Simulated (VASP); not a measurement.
# BiTe (P1) in VASP: single point with PBE

Aim: the single point of BiTe with PBE.

Program: VASP 6.6.1. These are calculated values, not measurements. Logs are shortened: lines on timing, memory, paths and dates and some standing lists are left out, and cuts for length are marked.

## Step 1: The cell of the first run

The typed cell holds 4 atoms: a = 5.557 Å, b = 5.717 Å, c = 4.146 Å, α = 90.00°, β = 88.36°, γ = 89.96°.

## Step 2: Single point, PBE (atoms moved at random and the cell strained at random)

File INCAR:

```
ALGO = Normal
EDIFF = 1E-7
ENCUT = 520
GGA = PE
ISIF = 2
ISMEAR = 0
LASPH = True
LCHARG = False
LREAL = False
LWAVE = False
NBANDS = 29
NELM = 60
PREC = Accurate
SIGMA = 0.05
```

File KPOINTS:

```
k-points
0
Gamma
  6 6 8
```

File POSCAR:

```
BiTe
1.0
    5.5568518692      0.0019944175      0.0796833199
    0.0019944175      5.7171184002     -0.0001365648
    0.0589796739     -0.0001010820      4.1459772175
Bi Te
2 2
Direct
    0.5125651228      0.0130134729      0.3368955270
   -0.0171208241      0.4667376564      0.6670686799
    0.0014779833      0.0111533493     -0.0022710573
    0.5030777180      0.5090955214     -0.0016931496
```

Potentials or basis: VASP PAW PBE potentials, release 64 (Bi_d, Te).

Started as:

```
cat potpaw_PBE.64/Bi_d/POTCAR potpaw_PBE.64/Te/POTCAR > POTCAR
mpirun -np 1 vasp_std > vasp.out
```

OUTCAR:

```text
EDIFF = 1E-7
   ENCUT = 520
   GGA = PE
   ISIF = 2
   ISMEAR = 0
   LASPH = True
   LREAL = False
   NELM = 60
   PREC = Accurate

 ion  position               nearest neighbor table
   1  0.513  0.013  0.337-   3 3.02   4 3.17   3 3.21   4 3.21
   2  0.983  0.467  0.667-   3 2.95   4 2.97   4 3.25   3 3.40
   3  0.001  0.011  0.998-   2 2.95   1 3.02   1 3.21   2 3.40
   4  0.503  0.509  0.998-   2 2.97   1 3.17   1 3.21   2 3.25

  LATTYP: Found a triclinic cell.
 ALAT       =     6.8382270457
 B/A-ratio  =     0.6063555195
 C/A-ratio  =     0.8360527826
 COS(alpha) =     0.0000433007
 COS(beta)  =     0.0006011155
 COS(gamma) =     0.5831451686

  Lattice vectors:

 A1 = (   5.4978721953,   0.0020954995,  -4.0662938976)
 A2 = (  -0.0589796739,   0.0001010820,  -4.1459772175)
 A3 = (   0.0019944175,   5.7171184002,  -0.0001365648)

Analysis of symmetry for initial positions (statically):
=====================================================================
 Subroutine PRICEL returns:
 Original cell was already a primitive cell.

 Routine SETGRP: Setting up the symmetry group for a
 triclinic supercell.

 Subroutine GETGRP returns: Found  1 space group operations
 (whereof  1 operations were pure point group operations)
 out of a pool of  2 trial point group operations.

The static configuration has the point symmetry C_1 .

Analysis of symmetry for dynamics (positions and initial velocities):
=====================================================================
 Subroutine PRICEL returns:
 Original cell was already a primitive cell.

 Routine SETGRP: Setting up the symmetry group for a
 triclinic supercell.

 Subroutine GETGRP returns: Found  1 space group operations
 (whereof  1 operations were pure point group operations)
 out of a pool of  2 trial point group operations.

The dynamic configuration has the point symmetry C_1 .

 Subroutine INISYM returns: Found  1 space group operations
 (whereof  1 operations are pure point group operations),
 and found     1 'primitive' translations

----------------------------------------------------------------------------------------

                                     Primitive cell

  volume of cell :     131.6874

  direct lattice vectors                    reciprocal lattice vectors
     5.556851869  0.001994417  0.079683320     0.179994749 -0.000062852 -0.002560564
     0.001994417  5.717118400 -0.000136565    -0.000062852  0.174913314  0.000005159
     0.058979674 -0.000101082  4.145977217    -0.003459399  0.000006969  0.241246872

  length of vectors
     5.557423513  5.717118750  4.146396713     0.180012972  0.174913325  0.241271674

  position of ions in fractional coordinates (direct lattice)
     0.512565123  0.013013473  0.336895527
     0.982879176  0.466737656  0.667068680
     0.001477983  0.011153349  0.997728943
     0.503077718  0.509095521  0.998306850

  ion indices of the primitive-cell ions
   primitive index   ion index
                 1           1
                 2           2
                 3           3
                 4           4

----------------------------------------------------------------------------------------

 KPOINTS: k-points

Automatic generation of k-mesh.
 Grid dimensions read from file:
 generate k-points for:    6    6    8

 Generating k-lattice:

  Cartesian coordinates                     Fractional coordinates (reciprocal lattice)
     0.029999125 -0.000010475 -0.000426761     0.166666667 -0.000000000  0.000000000
    -0.000010475  0.029152219  0.000000860     0.000000000  0.166666667  0.000000000
    -0.000432425  0.000000871  0.030155859     0.000000000  0.000000000  0.125000000

  Length of vectors
     0.030002162  0.029152221  0.030158959

  Shift w.r.t. Gamma in fractional coordinates (k-lattice)
     0.000000000  0.000000000  0.000000000

 Subroutine IBZKPT returns following result:
 ===========================================

 Found    148 irreducible k-points:

 Following reciprocal coordinates:
            Coordinates               Weight
  0.000000  0.000000  0.000000      1.000000
  0.166667 -0.000000 -0.000000      2.000000
  0.333333 -0.000000  0.000000      2.000000
  0.500000  0.000000 -0.000000      1.000000
  0.000000  0.166667  0.000000      2.000000
  0.166667  0.166667 -0.000000      2.000000
[... 16 lines left out ...]
  0.333333  0.000000  0.125000      2.000000
  0.500000  0.000000  0.125000      2.000000
 [... further k-points ...]
   k-points           NKPTS =    148   k-points in BZ     NKDIM =    148   number of bands    NBANDS=     29
   number of dos      NEDOS =    301   number of ions     NIONS =      4
   total plane-waves  NPLWV =  64512
   dimension x,y,z NGX =    42 NGY =   48 NGZ =   32
   dimension x,y,z NGXF=    84 NGYF=   96 NGZF=   64
   ions per type =               2   2
   NGX,Y,Z   is equivalent  to a cutoff of  12.56, 13.96, 12.83 a.u.
   NGXF,Y,Z  is equivalent  to a cutoff of  25.13, 27.92, 25.66 a.u.
 SYSTEM =  unknown system
   PREC   = accura    normal or accurate (medium, high low for compatibility)
   ISTART =      0    job   : 0-new  1-cont  2-samecut
   ICHARG =      2    charge: 1-file 2-atom 10-const
   ISPIN  =      1    spin polarized calculation?
   LNONCOLLINEAR =      F non collinear calculations
   LSORBIT =      F    spin-orbit coupling
   LASPH  =      T    aspherical Exc in radial PAW
   ENCUT  =  520.0 eV  38.22 Ry    6.18 a.u.  10.33 10.63  7.71*2*pi/ulx,y,z
   NELM   =     60;   NELMIN=  2; NELMDL= -5     # of ELM steps
   EDIFF  = 0.1E-06   stopping-criterion for ELM
   LREAL  =      F    real-space projection
   EDIFFG = 0.1E-05   stopping-criterion for IOM
   NSW    =      0    number of steps for IOM
   IBRION =     -1    ionic relax: 0-MD 1-quasi-New 2-CG
   NFREE  =      0    steps in history (QN), initial steepest desc. (CG)
   ISIF   =      2    stress and relaxation
   ISYM   =      2    0-nonsym 1-usesym 2-fastsym
   POTIM  = 0.5000    time-step for ionic-motion
   TEBEG  =    0.0;   TEEND  =   0.0 temperature during run
   PSTRESS=    0.0 pullay stress
   NELECT =      42.0000    total number of electrons
   NUPDOWN=      -1.0000    fix difference up-down
   EMIN   =  10.00;   EMAX   =-10.00  energy-range for DOS
   EFERMI =   0.00;   METHOD = LEGACY
   ISMEAR =     0;   SIGMA  =   0.05  broadening in eV -4-tet -1-fermi 0-gaus
   EFERMI_NEDOS =   21; number of points for ismear=-14 and -15
   IALGO  =     38    algorithm
   IMIX   =      4    mixing-type and parameters
     AMIX     =   0.40;   BMIX     =  1.00
     AMIX_MAG =   1.60;   BMIX_MAG =  1.00
  volume/ion in A,a.u.               =      32.92       222.17
  Fermi-wavevector in a.u.,A,eV,Ry     =   1.118519  2.113693 17.022026  1.251084
  Thomas-Fermi vector in A             =   2.255150
   LORBIT       =      0    0 simple, 1 ext, 2 COOP (PROOUT), +10 PAW based schemes
   GGA     = PE    functional components
   LHFCALC =     F    Hartree Fock is set to
   AEXX    =    0.0000 exact exchange contribution
   IVDW    =     0    specifies the selected vdW correction
   LEPSILON=     F    determine dielectric tensor
   LRPA    =     F    only Hartree local field effects (RPA)
 non-spin polarized calculation
 Gauss-broadening in eV      SIGMA  =   0.05
  energy-cutoff  :      520.00
  volume of cell :      131.69
 maximum number of plane-waves:      3567
 NGX is ok and might be reduce to    42
   NGX = 21   NGY = 21   NGZ = 15

 number of electron      42.0000005 magnetization

 Free energy of the ion-electron system (eV)
  ---------------------------------------------------
  ext. energy  EPLUGINS =         0.00000000
  ---------------------------------------------------
  free energy    TOTEN  =       -13.85302005 eV

  energy without entropy =      -13.85006434  energy(sigma->0) =      -13.85154220

 E-fermi :   7.0620     XC(G=0):  -9.6127

 val. band max:        7.0593481598   @ k =   0.1667   0.5000   0.1250
 cond. band min:       7.0722320874   @ k =   0.1667   0.3333   0.3750
 fundamental gap:      0.0128839276
 Fermi energy:         7.0620484910

 k-point     1 :       0.0000    0.0000    0.0000
  band No.  band energies     occupation
      1     -16.4065      2.00000
      2     -16.3942      2.00000
      3     -16.3777      2.00000
      4     -16.3644      2.00000
      5     -16.3549      2.00000
      6     -16.3491      2.00000
[... 21 lines left out ...]
     28      12.0674      0.00000
     29      12.2147      0.00000

 k-point     2 :       0.1667   -0.0000   -0.0000
  band No.  band energies     occupation
      1     -16.4053      2.00000
      2     -16.3928      2.00000
      3     -16.3779      2.00000
      4     -16.3659      2.00000
      5     -16.3550      2.00000
      6     -16.3492      2.00000
[... 21 lines left out ...]
     28      12.0119      0.00000
     29      12.3369      0.00000

 k-point     3 :       0.3333   -0.0000    0.0000
  band No.  band energies     occupation
      1     -16.4029      2.00000
      2     -16.3897      2.00000
      3     -16.3781      2.00000
      4     -16.3697      2.00000
      5     -16.3554      2.00000
      6     -16.3492      2.00000
[... 21 lines left out ...]
     28      11.9373      0.00000
     29      12.3007      0.00000

 k-point     4 :       0.5000    0.0000   -0.0000
  band No.  band energies     occupation
      1     -16.4015      2.00000
      2     -16.3878      2.00000
      3     -16.3778      2.00000
      4     -16.3723      2.00000
      5     -16.3555      2.00000
      6     -16.3490      2.00000
[... 597 lines left out ...]
     28      12.1288      0.00000
     29      13.0277      0.00000

 k-point    23 :       0.3333    0.0000    0.1250
  band No.  band energies     occupation
      1     -16.4028      2.00000
      2     -16.3895      2.00000
      3     -16.3781      2.00000
      4     -16.3699      2.00000
      5     -16.3562      2.00000
      6     -16.3497      2.00000
[... 21 lines left out ...]
     28      12.0464      0.00000
     29      13.0377      0.00000

 k-point    24 :       0.5000    0.0000    0.1250
  band No.  band energies     occupation
      1     -16.4015      2.00000
      2     -16.3878      2.00000
      3     -16.3778      2.00000
      4     -16.3727      2.00000
      5     -16.3562      2.00000
      6     -16.3494      2.00000
[... 21 lines left out ...]
     28      12.6156      0.00000
     29      13.3828      0.00000

 [... further k-points ...]

------------------------ aborting loop because EDIFF is reached ----------------------------------------

  FORCE on cell =-STRESS in cart. coord.  units (eV):
  Direction    XX          YY          ZZ          XY          YZ          ZX
  --------------------------------------------------------------------------------------
  -------------------------------------------------------------------------------------
  Total        1.5660420      0.2684721      1.2714896     -0.2717572     -0.4134540     -0.6442093
  in kB       19.0532789      3.2663710     15.4696013     -3.3063388     -5.0302955     -7.8377846
  external PRESSURE =      12.5964171 kB  Pullay stress =       0.0000000 kB

 VOLUME and BASIS-vectors are now :
 -----------------------------------------------------------------------------
  energy-cutoff  :      520.00
  volume of cell :      131.69
      direct lattice vectors                 reciprocal lattice vectors
     5.556851869  0.001994417  0.079683320     0.179994749 -0.000062852 -0.002560564
     0.001994417  5.717118400 -0.000136565    -0.000062852  0.174913314  0.000005159
     0.058979674 -0.000101082  4.145977217    -0.003459399  0.000006969  0.241246872

 POSITION                                       TOTAL-FORCE (eV/Angst)
 -----------------------------------------------------------------------------------
      2.86814      0.07539      1.43760        -0.173609      0.074716      0.203385
      5.50199      2.67029      2.84391         0.255214      0.406438     -0.399814
      0.06708      0.06367      4.13668         0.297002     -0.555142     -0.011093
      2.85542      2.91146      4.17897        -0.378608      0.073987      0.207522
 -----------------------------------------------------------------------------------
    total drift:                               -0.000015     -0.000057     -0.000807

  FREE ENERGIE OF THE ION-ELECTRON SYSTEM (eV)
  ---------------------------------------------------
  free  energy   TOTEN  =       -13.8530200488 eV

  energy  without entropy=      -13.8500643420  energy(sigma->0) =      -13.85154220
```

Run time: 5.6 min. Hardware: 1 thread of AMD EPYC 9R45 (Zen 5), shared host; peak memory 0.57 GiB.

Results:

| Property | Result |
| --- | --- |
| Free energy | -13.8530 eV |
| Pressure | 1.3 GPa |
| Largest force | 0.630 eV/Å |
| Band gap on the k mesh | zero (bands 21 and 22 overlap by 2.50 eV) |

Forces on the atoms (eV/Å):
```
Bi  -0.174  0.075  0.203
Bi   0.255  0.406 -0.400
Te   0.297 -0.555 -0.011
Te  -0.379  0.074  0.208
```

Stress tensor (GPa, compression positive):
```
 1.91 -0.33 -0.78
-0.33  0.33 -0.50
-0.78 -0.50  1.55
```

Caveat: the cell differs from its parent crystal (atoms moved at random and the cell strained at random); spin-orbit coupling is left out, which moves the levels of the heavy elements.
